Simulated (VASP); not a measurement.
Here is a VASP 6.6.1 calculation.

Contents of POSCAR:

```
Bi
1.0
    2.2675000000      1.3091417354      3.9380000000
   -2.2675000000      1.3091417354      3.9380000000
    0.0000000000     -2.6182834708      3.9380000000
Bi
2
Direct
    0.2340000000      0.2340000000      0.2340000000
    0.7660000000      0.7660000000      0.7660000000
```

INCAR.step1

```
  PREC = Accurate
  ENCUT = 520
  ISMEAR = 0
  SIGMA = 0.1
  LREAL = F
  LASPH = T
  NELM = 80
  NBANDS = 22
  GGA = PE
  ALGO = Normal
  EDIFF = 1E-4
  LWAVE = T
  LCHARG = F
```

File INCAR.step2:

```
  PREC = Accurate
  ENCUT = 520
  EDIFF = 1E-6
  ISMEAR = 0
  SIGMA = 0.1
  LREAL = F
  LASPH = T
  NELM = 80
  ALGO = Normal
  ISIF = 2
  LWAVE = F
  LCHARG = F
  METAGGA = R2SCAN
  LMIXTAU = T
  NBANDS = 22
  ISTART = 1
```

Contents of KPOINTS:

```
regular mesh
0
Gamma
  6 6 6
```

Potentials or basis: VASP PAW PBE potentials, release 64 (Bi_d).

Command:

```bash
$ cat potpaw_PBE.64/Bi_d/POTCAR > POTCAR
$ cp INCAR.step1 INCAR
$ mpirun -np 1 vasp_std > vasp.out
$ cp INCAR.step2 INCAR
$ mpirun -np 1 vasp_std > vasp.out
```

(1) What does it give for the pressure?

(2) Estimate the band gap on the k mesh.

(3) Estimate the largest force.

Results:

(1) 1.2 GPa.

(2) zero (band 15 reaches 6.16 eV, above the bottom of band 16 at 6.15 eV).

(3) 0.051 eV/Å.

Caveat: the PAW data sets were made with another functional, which shifts forces and pressure a little; spin-orbit coupling is left out, which moves the levels of the heavy elements.
